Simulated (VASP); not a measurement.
# C (Fm-3m) in VASP: a series of runs

C is run at these levels: PBE; tasks: single point, relaxation of cell and atoms.

All numbers are computed with VASP 6.6.1; they aren't measurements. Logs are shortened: lines on timing, memory, paths and dates and some standing lists are left out, and cuts for length are marked.

## Step 1: The cell of the first run

It takes space group Fm-3m (No. 225, cubic). The conventional cell has a = 3.086 Å, b = 3.086 Å, c = 3.086 Å, α = 90.00°, β = 90.00°, γ = 90.00°. Within 2.9 Å of C (site symmetry m-3m) lie 12 C at 2.18 Å.

## Step 2: Single point, PBE

The input, INCAR:

```
  PREC = Accurate
  ENCUT = 520
  EDIFF = 1E-6
  ISMEAR = -1
  SIGMA = 0.03
  LREAL = False
  LASPH = True
  NELM = 60
  ALGO = Normal
  ISIF = 2
  LWAVE = False
  LCHARG = False
  GGA = PE
  NBANDS = 8
```

The input, KPOINTS:

```
Automatic mesh
0
Gamma
  16 16 16
```

The input, POSCAR:

```
C
1.0
    0.0000000000      1.5430591427      1.5430591427
    1.5430591427      0.0000000000      1.5430591427
    1.5430591427      1.5430591427      0.0000000000
C
1
Direct
    0.0000000000      0.0000000000      0.0000000000
```

Potentials or basis: VASP PAW PBE potentials, release 64 (C).

Command:

```bash
> cat potpaw_PBE.64/C/POTCAR > POTCAR
> mpirun -np 1 vasp_std > vasp.out
```

OUTCAR:

```text
PREC = Accurate
   ENCUT = 520
   EDIFF = 1E-6
   ISMEAR = -1
   LREAL = False
   LASPH = True
   NELM = 60
   ISIF = 2
   GGA = PE

 ion  position               nearest neighbor table
   1  0.000  0.000  0.000-

  LATTYP: Found a face centered cubic cell.
 ALAT       =     3.0861182854

  Lattice vectors:

 A1 = (   0.0000000000,   1.5430591427,   1.5430591427)
 A2 = (   1.5430591427,   0.0000000000,   1.5430591427)
 A3 = (   1.5430591427,   1.5430591427,   0.0000000000)

Analysis of symmetry for initial positions (statically):
=====================================================================
 Subroutine PRICEL returns:
 Original cell was already a primitive cell.

 Routine SETGRP: Setting up the symmetry group for a
 face centered cubic supercell.

 Subroutine GETGRP returns: Found 48 space group operations
 (whereof 48 operations were pure point group operations)
 out of a pool of 48 trial point group operations.

The static configuration has the point symmetry O_h .

Analysis of symmetry for dynamics (positions and initial velocities):
=====================================================================
 Subroutine PRICEL returns:
 Original cell was already a primitive cell.

 Routine SETGRP: Setting up the symmetry group for a
 face centered cubic supercell.

 Subroutine GETGRP returns: Found 48 space group operations
 (whereof 48 operations were pure point group operations)
 out of a pool of 48 trial point group operations.

The dynamic configuration has the point symmetry O_h .

 Subroutine INISYM returns: Found 48 space group operations
 (whereof 48 operations are pure point group operations),
 and found     1 'primitive' translations

----------------------------------------------------------------------------------------

                                     Primitive cell

  volume of cell :       7.3481

  direct lattice vectors                    reciprocal lattice vectors
     0.000000000  1.543059143  1.543059143    -0.324031650  0.324031650  0.324031650
     1.543059143  0.000000000  1.543059143     0.324031650 -0.324031650  0.324031650
     1.543059143  1.543059143  0.000000000     0.324031650  0.324031650 -0.324031650

  length of vectors
     2.182215167  2.182215167  2.182215167     0.561239281  0.561239281  0.561239281

  position of ions in fractional coordinates (direct lattice)
     0.000000000  0.000000000  0.000000000

  ion indices of the primitive-cell ions
   primitive index   ion index
                 1           1

----------------------------------------------------------------------------------------

 KPOINTS: Automatic mesh

Automatic generation of k-mesh.
 Grid dimensions read from file:
 generate k-points for:   16   16   16

 Generating k-lattice:

  Cartesian coordinates                     Fractional coordinates (reciprocal lattice)
    -0.020251978  0.020251978  0.020251978     0.062500000  0.000000000  0.000000000
     0.020251978 -0.020251978  0.020251978     0.000000000  0.062500000  0.000000000
     0.020251978  0.020251978 -0.020251978     0.000000000  0.000000000  0.062500000

  Length of vectors
     0.035077455  0.035077455  0.035077455

  Shift w.r.t. Gamma in fractional coordinates (k-lattice)
     0.000000000  0.000000000  0.000000000

 Subroutine IBZKPT returns following result:
 ===========================================

 Found    145 irreducible k-points:

 Following reciprocal coordinates:
            Coordinates               Weight
  0.000000  0.000000  0.000000      1.000000
  0.062500  0.000000  0.000000      8.000000
  0.125000  0.000000  0.000000      8.000000
  0.187500  0.000000  0.000000      8.000000
  0.250000  0.000000  0.000000      8.000000
  0.312500  0.000000  0.000000      8.000000
[... 16 lines left out ...]
 -0.125000  0.062500  0.000000     24.000000
 -0.062500  0.062500  0.000000     12.000000
 [... further k-points ...]
   k-points           NKPTS =    145   k-points in BZ     NKDIM =    145   number of bands    NBANDS=      8
   number of dos      NEDOS =    301   number of ions     NIONS =      1
   total plane-waves  NPLWV =   4096
   dimension x,y,z NGX =    16 NGY =   16 NGZ =   16
   dimension x,y,z NGXF=    32 NGYF=   32 NGZF=   32
   ions per type =               1
   NGX,Y,Z   is equivalent  to a cutoff of  12.19, 12.19, 12.19 a.u.
   NGXF,Y,Z  is equivalent  to a cutoff of  24.38, 24.38, 24.38 a.u.
 SYSTEM =  unknown system
   PREC   = accura    normal or accurate (medium, high low for compatibility)
   ISTART =      0    job   : 0-new  1-cont  2-samecut
   ICHARG =      2    charge: 1-file 2-atom 10-const
   ISPIN  =      1    spin polarized calculation?
   LNONCOLLINEAR =      F non collinear calculations
   LSORBIT =      F    spin-orbit coupling
   LASPH  =      T    aspherical Exc in radial PAW
   ENCUT  =  520.0 eV  38.22 Ry    6.18 a.u.   4.06  4.06  4.06*2*pi/ulx,y,z
   NELM   =     60;   NELMIN=  2; NELMDL= -5     # of ELM steps
   EDIFF  = 0.1E-05   stopping-criterion for ELM
   LREAL  =      F    real-space projection
   EDIFFG = 0.1E-04   stopping-criterion for IOM
   NSW    =      0    number of steps for IOM
   IBRION =     -1    ionic relax: 0-MD 1-quasi-New 2-CG
   NFREE  =      0    steps in history (QN), initial steepest desc. (CG)
   ISIF   =      2    stress and relaxation
   ISYM   =      2    0-nonsym 1-usesym 2-fastsym
   POTIM  = 0.5000    time-step for ionic-motion
   TEBEG  =    0.0;   TEEND  =   0.0 temperature during run
   PSTRESS=    0.0 pullay stress
   NELECT =       4.0000    total number of electrons
   NUPDOWN=      -1.0000    fix difference up-down
   EMIN   =  10.00;   EMAX   =-10.00  energy-range for DOS
   EFERMI =   0.00;   METHOD = LEGACY
   ISMEAR =    -1;   SIGMA  =   0.03  broadening in eV -4-tet -1-fermi 0-gaus
   EFERMI_NEDOS =   21; number of points for ismear=-14 and -15
   IALGO  =     38    algorithm
   IMIX   =      4    mixing-type and parameters
     AMIX     =   0.40;   BMIX     =  1.00
     AMIX_MAG =   1.60;   BMIX_MAG =  1.00
  volume/ion in A,a.u.               =       7.35        49.59
  Fermi-wavevector in a.u.,A,eV,Ry     =   1.336705  2.526006 24.310623  1.786780
  Thomas-Fermi vector in A             =   2.465311
   LORBIT       =      0    0 simple, 1 ext, 2 COOP (PROOUT), +10 PAW based schemes
   GGA     = PE    functional components
[... 5 lines left out ...]
 non-spin polarized calculation
  energy-cutoff  :      520.00
  volume of cell :        7.35
 maximum number of plane-waves:       210
   NGX =  9   NGY =  9   NGZ =  9

 number of electron       4.0000000 magnetization

 Free energy of the ion-electron system (eV)
  ---------------------------------------------------
  ext. energy  EPLUGINS =         0.00000000
  ---------------------------------------------------
  free energy    TOTEN  =        -4.65991433 eV

  energy without entropy =       -4.65836713  energy(sigma->0) =       -4.65914073

 E-fermi :   7.5655     XC(G=0): -12.6583

 val. band max:        7.5614826712   @ k =  -0.3750   0.2500   0.0000
 cond. band min:       7.5775089009   @ k =  -0.4375   0.3125   0.0625
 fundamental gap:      0.0160262297
 Fermi energy:         7.5654836733

 k-point     1 :       0.0000    0.0000    0.0000
  band No.  band energies     occupation
      1     -11.1442      2.00000
      2      15.4511      0.00000
      3      15.4511      0.00000
      4      15.4511      0.00000
      5      37.4610      0.00000
      6      37.4610      0.00000
      7      37.4610      0.00000
      8      38.3313      0.00000

 k-point     2 :       0.0625    0.0000    0.0000
  band No.  band energies     occupation
      1     -10.9891      2.00000
      2      14.9830      0.00000
      3      15.3707      0.00000
      4      15.3707      0.00000
      5      36.0225      0.00000
      6      37.6911      0.00000
      7      37.6911      0.00000
      8      38.2747      0.00000

 k-point     3 :       0.1250    0.0000    0.0000
  band No.  band energies     occupation
      1     -10.5245      2.00000
      2      13.6300      0.00000
      3      15.1500      0.00000
      4      15.1500      0.00000
      5      34.1680      0.00000
      6      38.0970      0.00000
      7      38.2069      0.00000
      8      38.2069      0.00000

 k-point     4 :       0.1875    0.0000    0.0000
  band No.  band energies     occupation
      1      -9.7523      2.00000
      2      11.5677      0.00000
      3      14.8413      0.00000
      4      14.8413      0.00000
      5      32.9321      0.00000
      6      37.7841      0.00000
      7      38.3880      0.00000
      8      38.3880      0.00000

 k-point     5 :       0.2500    0.0000    0.0000
  band No.  band energies     occupation
      1      -8.6755      2.00000
      2       9.0560      0.00000
      3      14.5070      0.00000
      4      14.5070      0.00000
      5      32.2804      0.00000
      6      37.3523      0.00000
      7      37.7073      0.00000
      8      37.7073      0.00000
[... 177 lines left out ...]
 k-point    22 :      -0.1875    0.0625    0.0000
  band No.  band energies     occupation
      1      -9.2903      2.00000
      2      10.8238      0.00000
      3      13.8822      0.00000
      4      15.0443      0.00000
      5      32.5252      0.00000
      6      36.4946      0.00000
      7      38.4260      0.00000
      8      38.9030      0.00000

 k-point    23 :      -0.1250    0.0625    0.0000
  band No.  band energies     occupation
      1     -10.1638      2.00000
      2      13.0093      0.00000
      3      14.3050      0.00000
      4      15.3057      0.00000
      5      33.3346      0.00000
      6      37.4876      0.00000
      7      38.5077      0.00000
      8      38.6934      0.00000

 k-point    24 :      -0.0625    0.0625    0.0000
  band No.  band energies     occupation
      1     -10.7308      2.00000
      2      14.4721      0.00000
      3      14.8146      0.00000
      4      15.4260      0.00000
      5      34.6826      0.00000
      6      37.9462      0.00000
      7      38.0454      0.00000
      8      38.2506      0.00000

 [... further k-points ...]
[... 5 lines left out ...]
  --------------------------------------------------------------------------------------
  -------------------------------------------------------------------------------------
  Total        0.0029999      0.0029999      0.0029999     -0.0000000     -0.0000000      0.0000000
  in kB        0.6540966      0.6540966      0.6540966     -0.0000000     -0.0000000      0.0000000
  external PRESSURE =       0.6540966 kB  Pullay stress =       0.0000000 kB

 VOLUME and BASIS-vectors are now :
 -----------------------------------------------------------------------------
  energy-cutoff  :      520.00
  volume of cell :        7.35
      direct lattice vectors                 reciprocal lattice vectors
     0.000000000  1.543059143  1.543059143    -0.324031650  0.324031650  0.324031650
     1.543059143  0.000000000  1.543059143     0.324031650 -0.324031650  0.324031650
     1.543059143  1.543059143  0.000000000     0.324031650  0.324031650 -0.324031650

 POSITION                                       TOTAL-FORCE (eV/Angst)
 -----------------------------------------------------------------------------------
      0.00000      0.00000      0.00000         0.000000     -0.000000     -0.000000
 -----------------------------------------------------------------------------------
    total drift:                                0.000000      0.000000     -0.000000

  FREE ENERGIE OF THE ION-ELECTRON SYSTEM (eV)
  ---------------------------------------------------
  free  energy   TOTEN  =        -4.6599143272 eV

  energy  without entropy=       -4.6583671347  energy(sigma->0) =       -4.65914073
```

Wall time 4.6 s (1 thread of Intel Xeon 6975P-C, shared host); peak memory 0.12 GiB.

What came out:

| Item | Value |
| --- | --- |
| Free energy | -4.6599 eV |
| Pressure | 0.1 GPa |
| Band gap on the k mesh | zero (band 2 reaches 15.45 eV, above the bottom of band 3 at 4.07 eV) |

## Step 3: Relaxation of cell and atoms, PBE

This run uses another cell than the first one, of 11.12 Å³/atom, 1.514 times its volume.

The input, INCAR:

```
SYSTEM = C
ALGO = Normal
EDIFF = 1E-6
EDIFFG = -0.005
ENCUT = 600
GGA = PE
IBRION = 2
ISIF = 3
ISMEAR = -1
LASPH = .TRUE.
LCHARG = .FALSE.
LREAL = .FALSE.
LWAVE = .FALSE.
NELM = 60
NSW = 100
PREC = Accurate
SIGMA = 0.03
```

The input, KPOINTS:

```
k-points
0
G
  16 16 16
  0 0 0
```

The input, POSCAR:

```
C
1.0
    0.0000000000      1.7717639764      1.7717639764
    1.7717639764      0.0000000000      1.7717639764
    1.7717639764      1.7717639764      0.0000000000
C
1
Direct
    0.0000000000      0.0000000000      0.0000000000
```

Potentials or basis: VASP PAW PBE potentials, release 64 (C).

Command:

```bash
> cat potpaw_PBE.64/C/POTCAR > POTCAR
> mpirun -np 1 vasp_std > vasp.out
```

Wall time 39 s (1 thread of Intel Xeon 6975P-C, shared host); peak memory 0.13 GiB.

The run converged. Its results:

```
Free energy                            : -4.6653 eV
Relaxed volume                         : 7.34 Å³/atom
Relaxed cell                           : a = 2.182 Å, b = 2.182 Å, c = 2.182 Å, α = 60.00°, β = 60.00°, γ = 60.00°
Space group after relaxing (to 0.05 Å) : Fm-3m (No. 225)
Energy gained by relaxing              : 473.8 meV/atom
Ionic steps                            : 19
Pressure after relaxing                : 0.1 GPa
Band gap on the k mesh                 : zero (band 2 reaches 15.46 eV, above the bottom of band 3 at 4.07 eV)
```

Step by step:
| step | energy change (eV) | largest force (eV/Å) | pressure (GPa) | volume (Å³) |
| --- | --- | --- | --- | --- |
| 1 | 0.0000 | 0.0000 | -28.58 | 11.12 |
| 2 | -0.4323 | 0.0000 | -13.56 | 8.23 |
| 3 | -0.4715 | 0.0000 | -3.85 | 7.53 |
| 4 | -0.4737 | 0.0000 | 1.08 | 7.30 |
| 5 | -0.4738 | 0.0000 | -0.42 | 7.37 |
| 6 | -0.4738 | 0.0000 | -0.41 | 7.36 |
| 7 | -0.4738 | 0.0000 | -0.40 | 7.36 |
| 8 | -0.4738 | 0.0000 | -0.39 | 7.36 |
| 9 | -0.4738 | 0.0000 | -0.39 | 7.36 |
| 10 | -0.4738 | 0.0000 | -0.39 | 7.36 |
| 11 | -0.4738 | 0.0000 | -0.39 | 7.36 |
| 12 | -0.4738 | 0.0000 | -0.39 | 7.36 |
| 13 | -0.4738 | 0.0000 | -0.38 | 7.36 |
| 14 | -0.4738 | 0.0000 | -0.38 | 7.36 |
| 15 | -0.4738 | 0.0000 | -0.37 | 7.36 |
| 16 | -0.4738 | 0.0000 | -0.35 | 7.36 |
| 17 | -0.4738 | 0.0000 | -0.31 | 7.36 |
| 18 | -0.4738 | 0.0000 | -0.15 | 7.35 |
| 19 | -0.4738 | 0.0000 | 0.10 | 7.34 |

Final structure:
```
C
1.0
     0.00000    1.54265    1.54265
     1.54265    0.00000    1.54265
     1.54265    1.54265    0.00000
C
1
Cartesian
  1.5427 1.5427 0.0000
```

Levels at points of the mesh, in eV from the Fermi level:
```
           k point  band 1  band 2  band 3  band 4  band 5
(0.00, 0.00, 0.00)  -18.72    7.89    7.89    7.89   29.91
(0.50, 0.00, 0.00)   -9.45   -8.61    6.19    6.19   24.51
(0.50, 0.50, 0.00)   -6.74   -5.57    2.21    2.21   14.69
```

Caveat: the volume moved by over 15 % at a fixed basis, so the end points are rough.
